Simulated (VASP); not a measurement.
Input of a VASP 6.6.1 run:

INCAR

```
SYSTEM = HgTe
PREC = Accurate ; ENCUT = 520
EDIFF = 1E-6 ; ISMEAR = 0
SIGMA = 0.1 ; LREAL = .FALSE.
LASPH = .TRUE. ; NELM = 80
ALGO = Normal ; ISIF = 2
LWAVE = .FALSE. ; LCHARG = .FALSE.
GGA = PE ; NBANDS = 16
```

KPOINTS

```
regular mesh
0
G
  12 12 12
  0 0 0
```

File POSCAR:

```
HgTe
1.0
    0.0000000000      3.3916480471      3.3916480471
    3.3916480471      0.0000000000      3.3916480471
    3.3916480471      3.3916480471      0.0000000000
Hg Te
1 1
Direct
    0.0000000000      0.0000000000      0.0000000000
    0.2500000000      0.2500000000      0.2500000000
```

Potentials or basis: VASP PAW PBE potentials, release 64 (Hg, Te).

Run with:

```sh
$ cat potpaw_PBE.64/Hg/POTCAR potpaw_PBE.64/Te/POTCAR > POTCAR
$ mpirun -np 1 vasp_std > vasp.out
```

Q: Estimate the band gap on the k mesh.

A: Zero (filled and empty bands touch).

Q: Estimate the pressure.

A: -1.7 GPa.

Caveat: spin-orbit coupling is left out, which moves the levels of the heavy elements.
